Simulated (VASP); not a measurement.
A run of VASP 6.6.1 is set up as follows.

The input INCAR:

```
SYSTEM = Be24H
  PREC = Accurate
  ENCUT = 520
  EDIFF = 1E-6
  ISMEAR = 0
  SIGMA = 0.1
  LREAL = Auto
  LASPH = .TRUE.
  NELM = 60
  ALGO = Normal
  ISIF = 2
  LWAVE = .FALSE.
  LCHARG = .FALSE.
  LDIPOL = .TRUE.
  IDIPOL = 3
  DIPOL = 0.5 0.5 0.320
  GGA = PE
  NBANDS = 42
```

Contents of KPOINTS:

```
Automatic mesh
0
G
  6 4 1
  0 0 0
```

Contents of POSCAR:

```
Be24H
1.0
    4.5254381414      0.0000000000      0.0000000000
    0.0000000000      7.1336190818      0.0000000000
    0.0000000000      0.0000000000     19.8685529777
Be H
24 1
Direct
    0.0000000000      0.3750000000      0.2013231665
    0.0000000000      0.8750000000      0.2013231665
    0.5000000000      0.3750000000      0.2013231665
    0.5000000000      0.8750000000      0.2013231665
    0.2500000000      0.1250000000      0.2341987732
    0.2500000000      0.6250000000      0.2341987732
    0.7500000000      0.1250000000      0.2341987732
    0.7500000000      0.6250000000      0.2341987732
    0.2500000000      0.3750000000      0.2999499865
    0.2500000000      0.8750000000      0.2999499865
    0.7500000000      0.3750000000      0.2999499865
    0.7500000000      0.8750000000      0.2999499865
    0.0000000000      0.1250000000      0.3268353583
    0.0000000000      0.6250000000      0.3268353583
    0.5000000000      0.1250000000      0.3268353583
    0.5000000000      0.6250000000      0.3268353583
    0.0000000000      0.3750000000      0.3993099146
    0.0000000000      0.8750000000      0.3993099146
    0.5000000000      0.3750000000      0.3993099146
    0.5000000000      0.8750000000      0.3993099146
    0.2500000000      0.1250000000      0.4211958962
    0.2500000000      0.6250000000      0.4211958962
    0.7500000000      0.1250000000      0.4211958962
    0.7500000000      0.6250000000      0.4211958962
    0.5000000000      0.3125000000      0.4667202464
```

Potentials or basis: VASP PAW PBE potentials, release 64 (Be, H).

Command:

```bash
$ cat potpaw_PBE.64/Be/POTCAR potpaw_PBE.64/H/POTCAR > POTCAR
$ mpirun -np 1 vasp_std > vasp.out
```

Question: Estimate the band gap on the k mesh.

Answer: Zero (an odd number of electrons rules out a gap without spin polarisation).

Question: What does it give for the largest force?

Answer: 1.232 eV/Å.

Forces on the atoms (eV/Å):
```
Be   0.000 -0.015  0.498
Be   0.000  0.023  0.548
Be   0.000  0.024  0.574
Be   0.000 -0.121  0.482
Be  -0.019  0.081 -0.700
Be  -0.017 -0.018 -0.665
Be   0.019  0.081 -0.700
Be   0.017 -0.018 -0.665
Be  -0.098 -0.025  0.310
Be  -0.081 -0.022  0.203
Be   0.098 -0.025  0.310
Be   0.081 -0.022  0.203
Be   0.000  0.047 -0.025
Be   0.000  0.043 -0.106
Be   0.000 -0.039  0.014
Be   0.000  0.108  0.045
Be   0.000  0.318 -0.314
Be   0.000 -0.056  0.126
Be   0.000  0.168 -0.269
Be   0.000  0.049  0.001
Be   0.270  0.185  0.174
Be  -0.173  0.140 -0.104
Be  -0.270  0.185  0.174
Be   0.173  0.140 -0.104
H    0.000 -1.232 -0.010
```
